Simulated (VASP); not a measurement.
# In (Pm-3m) in VASP: notebook

Runs on In. Level: BLYP. Tasks: single point.

All numbers are computed with VASP 6.6.1; they aren't measurements. Logs are shortened: lines on timing, memory, paths and dates and some standing lists are left out, and cuts for length are marked.

### Step 1. The cell of the first run

The structure is cubic, space group Pm-3m (No. 221). The conventional cell has a = 3.214 Å, b = 3.214 Å, c = 3.214 Å, α = 90.00°, β = 90.00°, γ = 90.00°. Within 4.2 Å of In (site symmetry m-3m) lie 6 In at 3.21 Å.

This isn't the form of In at room conditions, which is tetragonal.

### Step 2. Single point, BLYP (33.19 Å³/atom)

The input, INCAR:

```
PREC = Accurate ; ENCUT = 520
EDIFF = 1E-6 ; ISMEAR = -1
SIGMA = 0.1 ; LREAL = F
LASPH = T ; NELM = 80
ALGO = Normal ; ISIF = 2
LWAVE = F ; LCHARG = F
GGA = B5 ; ALDAX = 1.0
AGGAX = 1.0 ; AGGAC = 1.0
ALDAC = 0.0 ; NBANDS = 12
```

The input, KPOINTS:

```
regular mesh
0
Gamma
  16 16 16
```

The input, POSCAR:

```
In
1.0
    3.2136763473      0.0000000000      0.0000000000
    0.0000000000      3.2136763473      0.0000000000
    0.0000000000      0.0000000000      3.2136763473
In
1
Direct
    0.0000000000      0.0000000000      0.0000000000
```

Potentials or basis: VASP PAW PBE potentials, release 64 (In_d).

The run is started by

```
$ cat potpaw_PBE.64/In_d/POTCAR > POTCAR
$ mpirun -np 1 vasp_std > vasp.out
```

OUTCAR:

```text
PREC = Accurate
   ENCUT = 520
   EDIFF = 1E-6
   ISMEAR = -1
   LREAL = F
   LASPH = T
   NELM = 80
   ISIF = 2
   GGA = B5

 ion  position               nearest neighbor table
   1  0.000  0.000  0.000-

  LATTYP: Found a simple cubic cell.
 ALAT       =     3.2136763473

  Lattice vectors:

 A1 = (   3.2136763473,   0.0000000000,   0.0000000000)
 A2 = (   0.0000000000,   3.2136763473,   0.0000000000)
 A3 = (   0.0000000000,   0.0000000000,   3.2136763473)

Analysis of symmetry for initial positions (statically):
=====================================================================
 Subroutine PRICEL returns:
 Original cell was already a primitive cell.

 Routine SETGRP: Setting up the symmetry group for a
 simple cubic supercell.

 Subroutine GETGRP returns: Found 48 space group operations
 (whereof 48 operations were pure point group operations)
 out of a pool of 48 trial point group operations.

The static configuration has the point symmetry O_h .

Analysis of symmetry for dynamics (positions and initial velocities):
=====================================================================
 Subroutine PRICEL returns:
 Original cell was already a primitive cell.

 Routine SETGRP: Setting up the symmetry group for a
 simple cubic supercell.

 Subroutine GETGRP returns: Found 48 space group operations
 (whereof 48 operations were pure point group operations)
 out of a pool of 48 trial point group operations.

The dynamic configuration has the point symmetry O_h .

 Subroutine INISYM returns: Found 48 space group operations
 (whereof 48 operations are pure point group operations),
 and found     1 'primitive' translations

----------------------------------------------------------------------------------------

                                     Primitive cell

  volume of cell :      33.1899

  direct lattice vectors                    reciprocal lattice vectors
     3.213676347  0.000000000  0.000000000     0.311170103  0.000000000  0.000000000
     0.000000000  3.213676347  0.000000000     0.000000000  0.311170103  0.000000000
     0.000000000  0.000000000  3.213676347     0.000000000  0.000000000  0.311170103

  length of vectors
     3.213676347  3.213676347  3.213676347     0.311170103  0.311170103  0.311170103

  position of ions in fractional coordinates (direct lattice)
     0.000000000  0.000000000  0.000000000

  ion indices of the primitive-cell ions
   primitive index   ion index
                 1           1

----------------------------------------------------------------------------------------
[... 80 lines left out ...]
   PSTRESS=    0.0 pullay stress
   NELECT =      13.0000    total number of electrons
   NUPDOWN=      -1.0000    fix difference up-down
   EMIN   =  10.00;   EMAX   =-10.00  energy-range for DOS
   EFERMI =   0.00;   METHOD = LEGACY
   ISMEAR =    -1;   SIGMA  =   0.10  broadening in eV -4-tet -1-fermi 0-gaus
   EFERMI_NEDOS =   21; number of points for ismear=-14 and -15
   IALGO  =     38    algorithm
   IMIX   =      4    mixing-type and parameters
     AMIX     =   0.40;   BMIX     =  1.00
     AMIX_MAG =   1.60;   BMIX_MAG =  1.00
  volume/ion in A,a.u.               =      33.19       223.98
  Fermi-wavevector in a.u.,A,eV,Ry     =   1.197808  2.263529 19.520872  1.434744
  Thomas-Fermi vector in A             =   2.333713
   LORBIT       =      0    0 simple, 1 ext, 2 COOP (PROOUT), +10 PAW based schemes
   GGA     = B5    functional components
   LHFCALC =     F    Hartree Fock is set to
   AEXX    =    0.0000 exact exchange contribution
   IVDW    =     0    specifies the selected vdW correction
   LEPSILON=     F    determine dielectric tensor
   LRPA    =     F    only Hartree local field effects (RPA)
 non-spin polarized calculation
  energy-cutoff  :      520.00
  volume of cell :       33.19
 maximum number of plane-waves:       912
 NGX is ok and might be reduce to    24
   NGX = 11   NGY = 11   NGZ = 11

 number of electron      13.0000003 magnetization

 Free energy of the ion-electron system (eV)
  ---------------------------------------------------
  ext. energy  EPLUGINS =         0.00000000
  ---------------------------------------------------
  free energy    TOTEN  =        -1.85755221 eV

  energy without entropy =       -1.83396502  energy(sigma->0) =       -1.84575861

 E-fermi :   5.5042     XC(G=0):  -8.4867

 val. band max:        5.4720470542   @ k =   0.3750   0.3125   0.0625
 cond. band min:       5.5053825912   @ k =   0.3750   0.2500   0.1875
 fundamental gap:      0.0333355370
 Fermi energy:         5.5042091059

 k-point     1 :       0.0000    0.0000    0.0000
  band No.  band energies     occupation
      1      -9.3393      2.00000
      2      -9.3393      2.00000
      3      -8.8558      2.00000
      4      -8.8558      2.00000
      5      -8.8558      2.00000
      6      -2.7529      2.00000
      7      11.8614      0.00000
      8      11.8614      0.00000
      9      11.8614      0.00000
     10      15.1997      0.00000
     11      15.1997      0.00000
     12      16.1847      0.00000
[... 331 lines left out ...]
 k-point    24 :       0.5000    0.1250    0.0000
  band No.  band energies     occupation
      1      -9.2738      2.00000
      2      -9.0149      2.00000
      3      -8.9834      2.00000
      4      -8.9594      2.00000
      5      -8.8633      2.00000
      6       0.3371      2.00000
      7       3.0096      2.00000
      8      12.2127      0.00000
      9      14.5395      0.00000
     10      15.3188      0.00000
     11      18.0210      0.00000
     12      18.7245      0.00000

 [... further k-points ...]

------------------------ aborting loop because EDIFF is reached ----------------------------------------

  FORCE on cell =-STRESS in cart. coord.  units (eV):
  Direction    XX          YY          ZZ          XY          YZ          ZX
  --------------------------------------------------------------------------------------
  -------------------------------------------------------------------------------------
  Total        0.0074223      0.0074223      0.0074223     -0.0000000     -0.0000000      0.0000000
  in kB        0.3582989      0.3582989      0.3582989     -0.0000000     -0.0000000      0.0000000
  external PRESSURE =       0.3582989 kB  Pullay stress =       0.0000000 kB

 VOLUME and BASIS-vectors are now :
 -----------------------------------------------------------------------------
  energy-cutoff  :      520.00
  volume of cell :       33.19
      direct lattice vectors                 reciprocal lattice vectors
     3.213676347  0.000000000  0.000000000     0.311170103  0.000000000  0.000000000
     0.000000000  3.213676347  0.000000000     0.000000000  0.311170103  0.000000000
     0.000000000  0.000000000  3.213676347     0.000000000  0.000000000  0.311170103

 POSITION                                       TOTAL-FORCE (eV/Angst)
 -----------------------------------------------------------------------------------
      0.00000      0.00000      0.00000         0.000000      0.000000      0.000000
 -----------------------------------------------------------------------------------
    total drift:                                0.000000     -0.000000     -0.000000

  FREE ENERGIE OF THE ION-ELECTRON SYSTEM (eV)
  ---------------------------------------------------
  free  energy   TOTEN  =        -1.8575522131 eV

  energy  without entropy=       -1.8339650162  energy(sigma->0) =       -1.84575861
```

It took 60 s on 1 thread of AMD EPYC 7R13, shared host; peak memory 0.15 GiB.

What came out:

| Quantity | Value |
| --- | --- |
| Free energy | -1.8576 eV |
| Pressure | 0.0 GPa |
| Band gap on the k mesh | zero (an odd number of electrons rules out a gap without spin polarisation) |

Caveat: the PAW data sets were made with another functional, which shifts forces and pressure a little; spin-orbit coupling is left out, which moves the levels of the heavy elements.

### Step 3. Single point, BLYP (34.52 Å³/atom)

This run uses another cell than the first one, of 34.52 Å³/atom.

The input, INCAR:

```
SYSTEM = In
PREC = Accurate
ENCUT = 520
EDIFF = 1E-7
ISMEAR = -1
SIGMA = 0.1
LREAL = .False.
LASPH = .True.
NELM = 100
ALGO = Normal
ISIF = 2
LWAVE = .False.
LCHARG = .False.
GGA = B5
ALDAX = 1.0
AGGAX = 1.0
AGGAC = 1.0
ALDAC = 0.0
NBANDS = 12
```

The input, KPOINTS:

```
regular mesh
0
Gamma
  16 16 16
  0 0 0
```

The input, POSCAR:

```
In
1.0
    3.2559664121      0.0000000000      0.0000000000
    0.0000000000      3.2559664121      0.0000000000
    0.0000000000      0.0000000000      3.2559664121
In
1
Direct
    0.0000000000      0.0000000000      0.0000000000
```

Potentials or basis: VASP PAW PBE potentials, release 64 (In_d).

The run is started by

```
$ cat potpaw_PBE.64/In_d/POTCAR > POTCAR
$ mpirun -np 1 vasp_std > vasp.out
```

Wall time 74 s (1 thread of AMD EPYC 7R13, shared host); peak memory 0.16 GiB.

It converged, with:

| Property | Result |
| --- | --- |
| Free energy | -1.8557 eV |
| Pressure | -0.6 GPa |
| Band gap on the k mesh | zero (an odd number of electrons rules out a gap without spin polarisation) |

Levels at points of the mesh, in eV from the Fermi level:
```tsv
k point	band 4	band 5	band 6	band 7	band 8	band 9
(0.00, 0.00, 0.00)	-14.37	-14.37	-8.07	6.16	6.16	6.16
(0.50, 0.00, 0.00)	-14.49	-14.36	-5.35	-2.60	8.44	8.44
(0.50, 0.50, 0.00)	-14.48	-14.24	-2.51	-0.44	-0.44	4.15
(0.50, 0.50, 0.50)	-14.24	-14.24	0.69	1.65	1.65	1.65
```

Caveat: the PAW data sets were made with another functional, which shifts forces and pressure a little; spin-orbit coupling is left out, which moves the levels of the heavy elements.

### Step 4. Single point, BLYP (35.85 Å³/atom)

This run uses another cell than the first one, of 35.85 Å³/atom.

The input, INCAR:

```
PREC = Accurate
ENCUT = 520
EDIFF = 1E-6
ISMEAR = -1
SIGMA = 0.1
LREAL = F
LASPH = T
NELM = 100
ALGO = Normal
ISIF = 2
LWAVE = F
LCHARG = F
GGA = B5
ALDAX = 1.0
AGGAX = 1.0
AGGAC = 1.0
ALDAC = 0.0
NBANDS = 12
```

The input, KPOINTS:

```
Automatic mesh
0
Gamma
  16 16 16
```

The input, POSCAR:

```
In
1.0
    3.2971855525      0.0000000000      0.0000000000
    0.0000000000      3.2971855525      0.0000000000
    0.0000000000      0.0000000000      3.2971855525
In
1
Direct
    0.0000000000      0.0000000000      0.0000000000
```

Potentials or basis: VASP PAW PBE potentials, release 64 (In_d).

The run is started by

```
$ cat potpaw_PBE.64/In_d/POTCAR > POTCAR
$ mpirun -np 1 vasp_std > vasp.out
```

OUTCAR:

```text
PREC = Accurate
   ENCUT = 520
   EDIFF = 1E-6
   ISMEAR = -1
   LREAL = F
   LASPH = T
   NELM = 100
   ISIF = 2
   GGA = B5

 ion  position               nearest neighbor table
   1  0.000  0.000  0.000-

  LATTYP: Found a simple cubic cell.
 ALAT       =     3.2971855525

  Lattice vectors:

 A1 = (   3.2971855525,   0.0000000000,   0.0000000000)
 A2 = (   0.0000000000,   3.2971855525,   0.0000000000)
 A3 = (   0.0000000000,   0.0000000000,   3.2971855525)

Analysis of symmetry for initial positions (statically):
=====================================================================
 Subroutine PRICEL returns:
 Original cell was already a primitive cell.

 Routine SETGRP: Setting up the symmetry group for a
 simple cubic supercell.

 Subroutine GETGRP returns: Found 48 space group operations
 (whereof 48 operations were pure point group operations)
 out of a pool of 48 trial point group operations.

The static configuration has the point symmetry O_h .

Analysis of symmetry for dynamics (positions and initial velocities):
=====================================================================
 Subroutine PRICEL returns:
 Original cell was already a primitive cell.

 Routine SETGRP: Setting up the symmetry group for a
 simple cubic supercell.

 Subroutine GETGRP returns: Found 48 space group operations
 (whereof 48 operations were pure point group operations)
 out of a pool of 48 trial point group operations.

The dynamic configuration has the point symmetry O_h .

 Subroutine INISYM returns: Found 48 space group operations
 (whereof 48 operations are pure point group operations),
 and found     1 'primitive' translations

----------------------------------------------------------------------------------------

                                     Primitive cell

  volume of cell :      35.8451

  direct lattice vectors                    reciprocal lattice vectors
     3.297185552  0.000000000  0.000000000     0.303288967  0.000000000  0.000000000
     0.000000000  3.297185552  0.000000000     0.000000000  0.303288967  0.000000000
[... 113 lines left out ...]
   LRPA    =     F    only Hartree local field effects (RPA)
 non-spin polarized calculation
  energy-cutoff  :      520.00
  volume of cell :       35.85
 maximum number of plane-waves:       992
 NGX is ok and might be reduce to    28
   NGX = 13   NGY = 13   NGZ = 13

 number of electron      13.0000004 magnetization

 Free energy of the ion-electron system (eV)
  ---------------------------------------------------
  ext. energy  EPLUGINS =         0.00000000
  ---------------------------------------------------
  free energy    TOTEN  =        -1.84869581 eV

  energy without entropy =       -1.82320469  energy(sigma->0) =       -1.83595025

 E-fermi :   4.8726     XC(G=0):  -8.1631

 val. band max:        4.8709284977   @ k =   0.4375   0.4375   0.0000
 cond. band min:       4.8736963067   @ k =   0.3750   0.2500   0.1875
 fundamental gap:      0.0027678090
 Fermi energy:         4.8726088082

 k-point     1 :       0.0000    0.0000    0.0000
  band No.  band energies     occupation
      1      -9.9117      2.00000
      2      -9.9117      2.00000
      3      -9.5184      2.00000
      4      -9.5184      2.00000
      5      -9.5184      2.00000
      6      -3.0313      2.00000
      7      10.8411      0.00000
      8      10.8411      0.00000
      9      10.8411      0.00000
     10      14.1361      0.00000
     11      14.1361      0.00000
     12      14.8967      0.00000
[... 331 lines left out ...]
 k-point    24 :       0.5000    0.1250    0.0000
  band No.  band energies     occupation
      1      -9.8589      2.00000
      2      -9.6460      2.00000
      3      -9.6213      2.00000
      4      -9.5960      2.00000
      5      -9.5245      2.00000
      6      -0.2409      2.00000
      7       2.6015      2.00000
      8      11.0827      0.00000
      9      13.2491      0.00000
     10      14.3558      0.00000
     11      17.0232      0.00000
     12      17.3885      0.00000

 [... further k-points ...]

------------------------ aborting loop because EDIFF is reached ----------------------------------------

  FORCE on cell =-STRESS in cart. coord.  units (eV):
  Direction    XX          YY          ZZ          XY          YZ          ZX
  --------------------------------------------------------------------------------------
  -------------------------------------------------------------------------------------
  Total       -0.2679340     -0.2679340     -0.2679340     -0.0000000     -0.0000000      0.0000000
  in kB      -11.9759043    -11.9759043    -11.9759043     -0.0000000     -0.0000000      0.0000000
  external PRESSURE =     -11.9759043 kB  Pullay stress =       0.0000000 kB

 VOLUME and BASIS-vectors are now :
 -----------------------------------------------------------------------------
  energy-cutoff  :      520.00
  volume of cell :       35.85
      direct lattice vectors                 reciprocal lattice vectors
     3.297185552  0.000000000  0.000000000     0.303288967  0.000000000  0.000000000
     0.000000000  3.297185552  0.000000000     0.000000000  0.303288967  0.000000000
     0.000000000  0.000000000  3.297185552     0.000000000  0.000000000  0.303288967

 POSITION                                       TOTAL-FORCE (eV/Angst)
 -----------------------------------------------------------------------------------
      0.00000      0.00000      0.00000         0.000000      0.000000      0.000000
 -----------------------------------------------------------------------------------
    total drift:                               -0.000000     -0.000000     -0.000000

  FREE ENERGIE OF THE ION-ELECTRON SYSTEM (eV)
  ---------------------------------------------------
  free  energy   TOTEN  =        -1.8486958097 eV

  energy  without entropy=       -1.8232046897  energy(sigma->0) =       -1.83595025
```

OSZICAR:

```text
N       E                     dE             d eps       ncg     rms          rms(c)
DAV:   1     0.809946305902E+02    0.80995E+02   -0.61443E+03  4000   0.121E+03
DAV:   2     0.255086548719E+01   -0.78444E+02   -0.76874E+02  4120   0.288E+02
DAV:   3    -0.175342090165E+01   -0.43043E+01   -0.42904E+01  4824   0.677E+01
DAV:   4    -0.186323043672E+01   -0.10981E+00   -0.10978E+00  4880   0.114E+01
DAV:   5    -0.186871880637E+01   -0.54884E-02   -0.54882E-02  5540   0.214E+00    0.164E+00
DAV:   6    -0.184920389735E+01    0.19515E-01   -0.45583E-02  4816   0.397E+00    0.699E-01
DAV:   7    -0.184825425694E+01    0.94964E-03   -0.10752E-02  5644   0.172E+00    0.207E-01
DAV:   8    -0.184864512525E+01   -0.39087E-03   -0.85065E-04  4224   0.399E-01    0.236E-02
DAV:   9    -0.184868746276E+01   -0.42338E-04   -0.48133E-05  4872   0.916E-02    0.194E-02
DAV:  10    -0.184869559342E+01   -0.81307E-05   -0.13482E-05  4112   0.267E-02    0.458E-03
DAV:  11    -0.184869580975E+01   -0.21633E-06   -0.28452E-07  3460   0.547E-03
   1 F= -.18486958E+01 E0= -.18359502E+01  d E =-.254911E-01
```

stdout:

```text
POSCAR found type information on POSCAR In
 POSCAR found :  1 types and       1 ions
 scaLAPACK will be used
 -----------------------------------------------------------------------------
|                                                                             |
|                                                                             |
|     You enforced a specific xc type in the INCAR file but a different       |
|     I HOPE YOU KNOW WHAT YOU ARE DOING!                                     |
|                                                                             |
 -----------------------------------------------------------------------------

 LDA part: xc-table for (Slater(with rela. corr.)+VWN5), standard interpolation
 POSCAR, INCAR and KPOINTS ok, starting setup
 FFT: planning ... GRIDC
 FFT: planning ... GRID_SOFT
 FFT: planning ... GRID
 WAVECAR not read
 entering main loop
```

It took 85 s on 1 thread of AMD EPYC 7R13, shared host; peak memory 0.17 GiB.

What came out:

```yaml
Free_energy: -1.8487 eV
Pressure: -1.2 GPa
Band_gap_on_the_k_mesh: zero (an odd number of electrons rules out a gap without spin polarisation)
```

Caveat: the PAW data sets were made with another functional, which shifts forces and pressure a little; spin-orbit coupling is left out, which moves the levels of the heavy elements.

(Continued in part 2 of 2.)
